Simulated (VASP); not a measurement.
# ZnCu in VASP: further runs

ZnCu is run at these levels: PBE; tasks: single point.

Program: VASP 6.6.1. These are calculated values, not measurements. Logs are shortened: lines on timing, memory, paths and dates and some standing lists are left out, and cuts for length are marked.

### Step 1. The cell of the first run

It takes space group P4/mmm (No. 123, tetragonal). The conventional cell has a = 2.923 Å, b = 2.923 Å, c = 2.989 Å, α = 90.00°, β = 90.00°, γ = 90.00°. Within 3.4 Å of Zn (site symmetry 4/mmm) lie 8 Cu at 2.55 Å and 6 Zn at 2.92 to 2.99 Å. Within 3.4 Å of Cu (site symmetry 4/mmm) lie 8 Zn at 2.55 Å and 6 Cu at 2.92 to 2.99 Å.

### Step 2. Single point, PBE (z stretched by +1.5 % at fixed volume)

File INCAR:

```
PREC = Accurate
ENCUT = 520
EDIFF = 1E-6
ISMEAR = -1
SIGMA = 0.08
LREAL = F
LASPH = T
NELM = 80
ALGO = Normal
ISIF = 2
LWAVE = F
LCHARG = F
GGA = PE
NBANDS = 18
```

File KPOINTS:

```
Automatic mesh
0
Gamma
  14 14 14
```

File POSCAR:

```
ZnCu
1.0
    2.9231579186      0.0000000000      0.0000000000
    0.0000000000      2.9231579186      0.0000000000
    0.0000000000      0.0000000000      2.9891750000
Zn Cu
1 1
Direct
    0.5000000000      0.5000000000      0.5000000000
    0.0000000000      0.0000000000      0.0000000000
```

Potentials or basis: VASP PAW PBE potentials, release 64 (Zn, Cu).

On the command line:

```sh
> cat potpaw_PBE.64/Zn/POTCAR potpaw_PBE.64/Cu/POTCAR > POTCAR
> mpirun -np 1 vasp_std > vasp.out
```

OUTCAR:

```text
PREC = Accurate
   ENCUT = 520
   EDIFF = 1E-6
   ISMEAR = -1
   LREAL = F
   LASPH = T
   NELM = 80
   ISIF = 2
   GGA = PE

 ion  position               nearest neighbor table
   1  0.500  0.500  0.500-   2 2.55   2 2.55   2 2.55   2 2.55   2 2.55   2 2.55   2 2.55   2 2.55

   2  0.000  0.000  0.000-   1 2.55   1 2.55   1 2.55   1 2.55   1 2.55   1 2.55   1 2.55   1 2.55

  LATTYP: Found a simple tetragonal cell.
 ALAT       =     2.9231579186
 C/A-ratio  =     1.0225841652

  Lattice vectors:

 A1 = (   2.9231579186,   0.0000000000,   0.0000000000)
 A2 = (   0.0000000000,   2.9231579186,   0.0000000000)
 A3 = (   0.0000000000,   0.0000000000,   2.9891750000)

Analysis of symmetry for initial positions (statically):
=====================================================================
 Subroutine PRICEL returns:
 Original cell was already a primitive cell.

 Routine SETGRP: Setting up the symmetry group for a
 simple tetragonal supercell.

 Subroutine GETGRP returns: Found 16 space group operations
 (whereof 16 operations were pure point group operations)
 out of a pool of 16 trial point group operations.

The static configuration has the point symmetry D_4h.

Analysis of symmetry for dynamics (positions and initial velocities):
=====================================================================
 Subroutine PRICEL returns:
 Original cell was already a primitive cell.

 Routine SETGRP: Setting up the symmetry group for a
 simple tetragonal supercell.

 Subroutine GETGRP returns: Found 16 space group operations
 (whereof 16 operations were pure point group operations)
 out of a pool of 16 trial point group operations.

The dynamic configuration has the point symmetry D_4h.

 Subroutine INISYM returns: Found 16 space group operations
 (whereof 16 operations are pure point group operations),
 and found     1 'primitive' translations

----------------------------------------------------------------------------------------

                                     Primitive cell

  volume of cell :      25.5421

  direct lattice vectors                    reciprocal lattice vectors
     2.923157919  0.000000000  0.000000000     0.342095784  0.000000000  0.000000000
     0.000000000  2.923157919  0.000000000     0.000000000  0.342095784  0.000000000
     0.000000000  0.000000000  2.989175000     0.000000000  0.000000000  0.334540467

  length of vectors
     2.923157919  2.923157919  2.989175000     0.342095784  0.342095784  0.334540467

  position of ions in fractional coordinates (direct lattice)
     0.500000000  0.500000000  0.500000000
     0.000000000  0.000000000  0.000000000

  ion indices of the primitive-cell ions
   primitive index   ion index
                 1           1
                 2           2

----------------------------------------------------------------------------------------

 KPOINTS: Automatic mesh

Automatic generation of k-mesh.
 Grid dimensions read from file:
 generate k-points for:   14   14   14

 Generating k-lattice:

  Cartesian coordinates                     Fractional coordinates (reciprocal lattice)
     0.024435413  0.000000000  0.000000000     0.071428571  0.000000000  0.000000000
     0.000000000  0.024435413  0.000000000     0.000000000  0.071428571  0.000000000
     0.000000000  0.000000000  0.023895748     0.000000000  0.000000000  0.071428571

  Length of vectors
     0.024435413  0.024435413  0.023895748

  Shift w.r.t. Gamma in fractional coordinates (k-lattice)
     0.000000000  0.000000000  0.000000000

 Subroutine IBZKPT returns following result:
 ===========================================

 Found    288 irreducible k-points:

 Following reciprocal coordinates:
            Coordinates               Weight
  0.000000  0.000000  0.000000      1.000000
  0.071429  0.000000  0.000000      4.000000
  0.142857  0.000000  0.000000      4.000000
  0.214286  0.000000  0.000000      4.000000
  0.285714  0.000000  0.000000      4.000000
  0.357143  0.000000  0.000000      4.000000
[... 16 lines left out ...]
  0.285714  0.214286  0.000000      8.000000
  0.357143  0.214286  0.000000      8.000000
 [... further k-points ...]
   k-points           NKPTS =    288   k-points in BZ     NKDIM =    288   number of bands    NBANDS=     18
   number of dos      NEDOS =    301   number of ions     NIONS =      2
   total plane-waves  NPLWV =  13824
   dimension x,y,z NGX =    24 NGY =   24 NGZ =   24
   dimension x,y,z NGXF=    48 NGYF=   48 NGZF=   48
   ions per type =               1   1
   NGX,Y,Z   is equivalent  to a cutoff of  13.65, 13.65, 13.35 a.u.
   NGXF,Y,Z  is equivalent  to a cutoff of  27.30, 27.30, 26.70 a.u.
 SYSTEM =  unknown system
   PREC   = accura    normal or accurate (medium, high low for compatibility)
   ISTART =      0    job   : 0-new  1-cont  2-samecut
   ICHARG =      2    charge: 1-file 2-atom 10-const
   ISPIN  =      1    spin polarized calculation?
   LNONCOLLINEAR =      F non collinear calculations
   LSORBIT =      F    spin-orbit coupling
   LASPH  =      T    aspherical Exc in radial PAW
   ENCUT  =  520.0 eV  38.22 Ry    6.18 a.u.   5.44  5.44  5.56*2*pi/ulx,y,z
   NELM   =     80;   NELMIN=  2; NELMDL= -5     # of ELM steps
   EDIFF  = 0.1E-05   stopping-criterion for ELM
   LREAL  =      F    real-space projection
   EDIFFG = 0.1E-04   stopping-criterion for IOM
   NSW    =      0    number of steps for IOM
   IBRION =     -1    ionic relax: 0-MD 1-quasi-New 2-CG
   NFREE  =      0    steps in history (QN), initial steepest desc. (CG)
   ISIF   =      2    stress and relaxation
   ISYM   =      2    0-nonsym 1-usesym 2-fastsym
   POTIM  = 0.5000    time-step for ionic-motion
   TEBEG  =    0.0;   TEEND  =   0.0 temperature during run
   PSTRESS=    0.0 pullay stress
   NELECT =      23.0000    total number of electrons
   NUPDOWN=      -1.0000    fix difference up-down
   EMIN   =  10.00;   EMAX   =-10.00  energy-range for DOS
   EFERMI =   0.00;   METHOD = LEGACY
   ISMEAR =    -1;   SIGMA  =   0.08  broadening in eV -4-tet -1-fermi 0-gaus
   EFERMI_NEDOS =   21; number of points for ismear=-14 and -15
   IALGO  =     38    algorithm
   IMIX   =      4    mixing-type and parameters
     AMIX     =   0.40;   BMIX     =  1.00
     AMIX_MAG =   1.60;   BMIX_MAG =  1.00
  volume/ion in A,a.u.               =      12.77        86.18
  Fermi-wavevector in a.u.,A,eV,Ry     =   1.580880  2.987429 34.003415  2.499180
  Thomas-Fermi vector in A             =   2.681040
   LORBIT       =      0    0 simple, 1 ext, 2 COOP (PROOUT), +10 PAW based schemes
   GGA     = PE    functional components
   LHFCALC =     F    Hartree Fock is set to
   AEXX    =    0.0000 exact exchange contribution
   IVDW    =     0    specifies the selected vdW correction
   LEPSILON=     F    determine dielectric tensor
   LRPA    =     F    only Hartree local field effects (RPA)
 non-spin polarized calculation
  energy-cutoff  :      520.00
  volume of cell :       25.54
 maximum number of plane-waves:       713
 NGX is ok and might be reduce to    24
   NGX = 11   NGY = 11   NGZ = 11

 number of electron      22.9999995 magnetization

 Free energy of the ion-electron system (eV)
  ---------------------------------------------------
  ext. energy  EPLUGINS =         0.00000000
  ---------------------------------------------------
  free energy    TOTEN  =        -5.01447830 eV

  energy without entropy =       -5.00495817  energy(sigma->0) =       -5.00971823

 E-fermi :   5.5567     XC(G=0): -12.4017

 val. band max:        5.5450157619   @ k =   0.0714   0.0000   0.2857
 cond. band min:       5.5659421117   @ k =   0.2857   0.2857   0.4286
 fundamental gap:      0.0209263498
 Fermi energy:         5.5567390024

 k-point     1 :       0.0000    0.0000    0.0000
  band No.  band energies     occupation
      1      -4.7969      2.00000
      2      -2.3143      2.00000
      3      -2.3039      2.00000
      4      -1.6223      2.00000
      5      -1.6223      2.00000
      6      -1.5938      2.00000
[... 10 lines left out ...]
     17      17.9516      0.00000
     18      28.7053      0.00000

 k-point     2 :       0.0714    0.0000    0.0000
  band No.  band energies     occupation
      1      -4.7030      2.00000
      2      -2.2986      2.00000
      3      -2.2879      2.00000
      4      -1.6313      2.00000
      5      -1.6180      2.00000
      6      -1.6026      2.00000
[... 10 lines left out ...]
     17      18.7007      0.00000
     18      27.9318      0.00000

 k-point     3 :       0.1429    0.0000    0.0000
  band No.  band energies     occupation
      1      -4.4244      2.00000
      2      -2.2653      2.00000
      3      -2.2298      2.00000
      4      -1.6567      2.00000
      5      -1.6271      2.00000
      6      -1.6060      2.00000
[... 10 lines left out ...]
     17      20.8421      0.00000
     18      26.0974      0.00000

 k-point     4 :       0.2143    0.0000    0.0000
  band No.  band energies     occupation
      1      -3.9731      2.00000
      2      -2.2192      2.00000
      3      -2.1330      2.00000
      4      -1.6931      2.00000
      5      -1.6623      2.00000
      6      -1.5885      2.00000
[... 10 lines left out ...]
     17      23.5121      0.00000
     18      24.0629      0.00000

 k-point     5 :       0.2857    0.0000    0.0000
  band No.  band energies     occupation
      1      -3.3832      2.00000
      2      -2.1673      2.00000
      3      -1.9887      2.00000
      4      -1.7333      2.00000
      5      -1.7011      2.00000
      6      -1.5690      2.00000
[... 10 lines left out ...]
     17      22.1678      0.00000
     18      22.9412      0.00000

 k-point     6 :       0.3571    0.0000    0.0000
  band No.  band energies     occupation
      1      -2.7716      2.00000
      2      -2.1195      2.00000
      3      -1.7694      2.00000
      4      -1.7359      2.00000
      5      -1.7164      2.00000
      6      -1.5512      2.00000
[... 10 lines left out ...]
     17      20.3833      0.00000
     18      21.1258      0.00000

 k-point     7 :       0.4286    0.0000    0.0000
  band No.  band energies     occupation
      1      -2.4028      2.00000
      2      -2.0855      2.00000
      3      -1.7942      2.00000
      4      -1.7599      2.00000
      5      -1.5389      2.00000
      6      -1.1210      2.00000
[... 10 lines left out ...]
     17      19.3457      0.00000
     18      19.4682      0.00000

 k-point     8 :       0.5000    0.0000    0.0000
  band No.  band energies     occupation
      1      -2.3097      2.00000
      2      -2.0731      2.00000
      3      -1.8030      2.00000
      4      -1.7684      2.00000
      5      -1.5344      2.00000
      6      -0.5422      2.00000
[... 10 lines left out ...]
     17      18.8003      0.00000
     18      19.9035      0.00000
[... 229 lines left out ...]
     17      20.6715      0.00000
     18      21.8468      0.00000

 k-point    20 :       0.4286    0.1429    0.0000
  band No.  band energies     occupation
      1      -2.2769      2.00000
      2      -2.0409      2.00000
      3      -1.9585      2.00000
      4      -1.8126      2.00000
      5      -1.6117      2.00000
      6      -0.7087      2.00000
[... 10 lines left out ...]
     17      19.0519      0.00000
     18      20.7056      0.00000

 k-point    21 :       0.5000    0.1429    0.0000
  band No.  band energies     occupation
      1      -2.1935      2.00000
      2      -2.0049      2.00000
      3      -2.0006      2.00000
      4      -1.8221      2.00000
      5      -1.6105      2.00000
      6      -0.0005      2.00000
[... 10 lines left out ...]
     17      19.1955      0.00000
     18      20.0136      0.00000

 k-point    22 :       0.2143    0.2143    0.0000
  band No.  band energies     occupation
      1      -3.2310      2.00000
      2      -2.1261      2.00000
      3      -2.0019      2.00000
      4      -1.7281      2.00000
      5      -1.6790      2.00000
      6      -1.6512      2.00000
[... 10 lines left out ...]
     17      23.4839      0.00000
     18      24.0293      0.00000

 k-point    23 :       0.2857    0.2143    0.0000
  band No.  band energies     occupation
      1      -2.7752      2.00000
      2      -2.1031      2.00000
      3      -1.9086      2.00000
      4      -1.7648      2.00000
      5      -1.6699      2.00000
      6      -1.5514      2.00000
[... 10 lines left out ...]
     17      22.6171      0.00000
     18      23.0630      0.00000

 k-point    24 :       0.3571    0.2143    0.0000
  band No.  band energies     occupation
      1      -2.4277      2.00000
      2      -2.1012      2.00000
      3      -1.8636      2.00000
      4      -1.8039      2.00000
      5      -1.6803      2.00000
      6      -1.0991      2.00000
[... 10 lines left out ...]
     17      20.9838      0.00000
     18      21.9128      0.00000

 [... further k-points ...]
[... 5 lines left out ...]
  --------------------------------------------------------------------------------------
  -------------------------------------------------------------------------------------
  Total        0.4744231      0.4744231      0.3910404      0.0000000      0.0000000      0.0000000
  in kB       29.7591480     29.7591480     24.5288035      0.0000000      0.0000000      0.0000000
  external PRESSURE =      28.0156998 kB  Pullay stress =       0.0000000 kB

 VOLUME and BASIS-vectors are now :
 -----------------------------------------------------------------------------
  energy-cutoff  :      520.00
  volume of cell :       25.54
      direct lattice vectors                 reciprocal lattice vectors
     2.923157919  0.000000000  0.000000000     0.342095784  0.000000000  0.000000000
     0.000000000  2.923157919  0.000000000     0.000000000  0.342095784  0.000000000
     0.000000000  0.000000000  2.989175000     0.000000000  0.000000000  0.334540467

 POSITION                                       TOTAL-FORCE (eV/Angst)
 -----------------------------------------------------------------------------------
      1.46158      1.46158      1.49459         0.000000      0.000000      0.000000
      0.00000      0.00000      0.00000         0.000000      0.000000      0.000000
 -----------------------------------------------------------------------------------
    total drift:                                0.000000      0.000000     -0.000000

  FREE ENERGIE OF THE ION-ELECTRON SYSTEM (eV)
  ---------------------------------------------------
  free  energy   TOTEN  =        -5.0144782970 eV

  energy  without entropy=       -5.0049581663  energy(sigma->0) =       -5.00971823
```

Run time: 31 s. Hardware: 1 thread of Intel Xeon 6975P-C (Granite Rapids), shared host; peak memory 0.25 GiB.

Results:

```yaml
Free_energy: -5.0145 eV
Pressure: 2.8 GPa
```

Stress tensor (GPa, compression positive):
```
2.98 0.00 0.00
0.00 2.98 0.00
0.00 0.00 2.45
```

Levels at points of the mesh, in eV from the Fermi level:
```csv
k point,band 10,band 11,band 12,band 13,band 14,band 15
"(0.00, 0.00, 0.00)",-2.76,-2.73,5.70,6.48,6.48,10.91
"(0.50, 0.00, 0.00)",-3.27,-2.83,-1.98,11.31,11.89,12.01
"(0.50, 0.50, 0.00)",-2.49,-1.80,-1.80,1.88,2.25,13.55
"(0.00, 0.00, 0.50)",-3.27,-2.80,-2.12,11.79,11.79,12.45
"(0.50, 0.00, 0.50)",-2.53,-1.97,-1.93,1.67,2.01,14.11
"(0.50, 0.50, 0.50)",-2.47,3.85,4.29,4.29,4.39,4.44
```

### Step 3. Single point, PBE (xy shear strain of -2 %)

File INCAR:

```
SYSTEM = ZnCu
  ALGO = Normal
  EDIFF = 1E-6
  ENCUT = 520
  GGA = PE
  ISIF = 2
  ISMEAR = -1
  LASPH = .True.
  LCHARG = .True.
  LELF = .True.
  LREAL = .False.
  LVHAR = .True.
  LWAVE = .False.
  NBANDS = 18
  NELM = 80
  PREC = Accurate
  SIGMA = 0.08
```

File KPOINTS:

```
k-points
0
Gamma
  14 14 14
  0 0 0
```

File POSCAR:

```
ZnCu
1.0
    2.9450000000     -0.0294500000      0.0000000000
   -0.0294500000      2.9450000000      0.0000000000
    0.0000000000      0.0000000000      2.9450000000
Zn Cu
1 1
Direct
    0.5000000000      0.5000000000      0.5000000000
    0.0000000000      0.0000000000      0.0000000000
```

Potentials or basis: VASP PAW PBE potentials, release 64 (Zn, Cu).

On the command line:

```sh
> cat potpaw_PBE.64/Zn/POTCAR potpaw_PBE.64/Cu/POTCAR > POTCAR
> mpirun -np 1 vasp_std > vasp.out
```

It took 49 s on 1 thread of Intel Xeon 6975P-C (Granite Rapids), shared host; peak memory 0.32 GiB.

It converged, with:

```
Free energy : -5.0121 eV
Pressure    : 2.9 GPa
```

Stress tensor (GPa, compression positive):
```
2.84 1.94 0.00
1.94 2.84 0.00
0.00 0.00 2.88
```

Levels at points of the mesh, in eV from the Fermi level:
```tsv
k point	band 10	band 11	band 12	band 13	band 14	band 15
(0.00, 0.00, 0.00)	-2.75	-2.75	6.15	6.21	6.29	11.24
(0.50, 0.00, 0.00)	-3.30	-2.83	-2.03	11.66	11.70	12.25
(0.50, 0.50, 0.00)	-2.52	-2.04	-1.77	1.64	2.19	13.89
(0.00, 0.00, 0.50)	-3.28	-2.83	-2.03	11.68	11.72	12.30
(0.50, 0.00, 0.50)	-2.52	-1.90	-1.90	1.74	2.09	13.85
(0.50, 0.50, 0.50)	-2.50	3.75	4.18	4.37	4.42	4.47
```

Caveat: the cell differs from its parent crystal (xy shear strain of -2 %).

(Part 1 of 2 ends here.)
